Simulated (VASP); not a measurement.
Here is a VASP 6.6.1 calculation.

Contents of INCAR:

```
ALGO     = Normal         # electronic algorithm
EDIFF    = 1E-6           # SCF threshold, eV
ENCUT    = 520            # plane-wave cutoff, eV
GGA      = PS             # functional
ISIF     = 2              # what is computed and relaxed
ISMEAR   = -1             # smearing method
IVDW     = 12             # dispersion correction
LASPH    = T              # aspherical terms in the spheres
LCHARG   = F              # write CHGCAR
LREAL    = F              # projectors in reciprocal space
LWAVE    = F              # write WAVECAR
NBANDS   = 19             # bands
NELM     = 100            # most SCF steps
PREC     = Accurate       # precision mode
SIGMA    = 0.05           # smearing width, eV
```

File KPOINTS:

```
k-points
0
Gamma
  8 8 4
```

POSCAR

```
TiTe2
1.0
    3.6270347690      0.0000000000      0.0000000000
   -1.8135173845      3.1411042504      0.0000000000
    0.0000000000      0.0000000000      6.1999518566
Te Ti
2 1
Direct
    0.3333333333      0.6666666667      0.7219715332
    0.6666666667      0.3333333333      0.2780284668
    0.0000000000      0.0000000000      0.0000000000
```

Potentials or basis: VASP PAW PBE potentials, release 64 (Te, Ti_sv).

Run with:

```console
$ cat potpaw_PBE.64/Te/POTCAR potpaw_PBE.64/Ti_sv/POTCAR > POTCAR
$ mpirun -np 1 vasp_std > vasp.out
```

**Question.** What does it give for the band gap on the k mesh?

**Answer.** Zero (bands 12 and 13 overlap by 0.81 eV).

**Question.** Estimate the dispersion energy per atom.

**Answer.** -0.535 eV.

**Question.** What does it give for the largest force?

**Answer.** 0.019 eV/Å.

Forces in eV/Å, atoms in the order of the input:
```
Te   0.000  0.000 -0.019
Te   0.000  0.000  0.019
Ti   0.000  0.000  0.000
```

Caveat: the PAW data sets were made with another functional, which shifts forces and pressure a little; spin-orbit coupling is left out, which moves the levels of the heavy elements.
